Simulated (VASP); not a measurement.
PbO:

```
Pb O
1.0
     4.19686    0.00000    0.00000
    -2.09843    3.63459    0.00000
     0.00000    0.00000    5.62229
Pb O
2 2
Direct
  0.33333 0.66667 0.98047
  0.66667 0.33333 0.48047
  0.33333 0.66667 0.39453
  0.66667 0.33333 0.89453
```

Base run:

* Program: VASP 6.6.1
* Functional: r2SCAN
* Potentials or basis: VASP PAW PBE potentials, release 64 (Pb_d, O)
* Cutoff: 520 eV
* k mesh: 12 × 12 × 4
* Occupations: gaussian, width 0.01 eV
* Spin: no spin polarisation

Its results: band gap on the k mesh 2.04 eV (least direct gap 2.33 eV); pressure 0.3 GPa; largest force 0.038 eV/Å.

The run is repeated on the same cell with these changes: functional from r2SCAN to PBE. What comes out?

Band gap on the k mesh 1.88 eV (least direct gap 2.08 eV); pressure 2.4 GPa; largest force 0.109 eV/Å.

Caveats: spin-orbit coupling is left out, which moves the levels of the heavy elements; the PAW data sets were made with another functional, which shifts forces and pressure a little (at least some runs).

A k mesh can miss the band edges.
